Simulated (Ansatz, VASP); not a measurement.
**One calculation of TiO2, two programs**

Contents of INCAR:

```
ALGO = Normal ; EDIFF = 1E-7
ENCUT = 520 ; GGA = PE
ISIF = 2 ; ISMEAR = -1
LASPH = T ; LCHARG = F
LREAL = F ; LWAVE = F
NBANDS = 19 ; NELM = 80
PREC = Accurate ; SIGMA = 0.02
```

KPOINTS

```
k-points
0
Gamma
  10 10 10
```

Contents of POSCAR:

```
TiO2
1.0
    0.0000000000      2.4900638382      2.3968272579
    2.4900638382      0.0000000000      2.3968272579
    2.4900638382      2.4900638382      0.0000000000
Ti O
1 2
Direct
    0.0000000000      0.0000000000      0.0000000000
    0.2500000000      0.2500000000      0.2500000000
    0.7500000000      0.7500000000      0.7500000000
```

Input for Ansatz:

```yaml
crystal:
  lattice:
    - [0.0, 2.4900638382, 2.3968272579]
    - [2.4900638382, 0.0, 2.3968272579]
    - [2.4900638382, 2.4900638382, 0.0]
  atoms:
    - { symbol: Ti, position: [0.0, 0.0, 0.0] }
    - { symbol: O, position: [0.25, 0.25, 0.25] }
    - { symbol: O, position: [0.75, 0.75, 0.75] }
kpoints:
  mp_grid: { grid: [10, 10, 10] }
  band_path:
    path:
      - [0.0, 0.0, 0.0]
      - [0.5, 0.0, 0.5]
      - [0.625, 0.25, 0.625]
      - [0.375, 0.375, 0.75]
      - [0.5, 0.5, 0.5]
      - [0.5, 0.25, 0.75]
    npoints: 1
hamiltonian:
  xc: pbe
scf:
  occupations: { method: fermi_dirac, width: 0.02 }
  n_extra_bands: 4
output:
  forces: true
  stress: true
  eigenvalues: true
```

Change from the starting cell: biaxial_xy strain +3.9%.

Alike in both runs: task single point; functional PBE; k mesh 10 × 10 × 10; occupations fermi-dirac, width 0.02 eV; no spin polarisation.

```csv
,VASP,Ansatz
version,VASP 6.6.1,Ansatz 0.2.0
potentials or method,"VASP PAW PBE potentials, release 64 (Ti_sv, O)","plane waves, PAW"
plane-wave cutoff (eV),520,420
valence electrons in the cell,24,24
```

Ansatz gave:

* pressure (GPa): -11.7
* traceless stress, the component that is largest in VASP (GPa): 12.06

Which values does VASP return?

Pressure (GPa): -11.1; traceless stress, the component that is largest in VASP (GPa): 12.02.
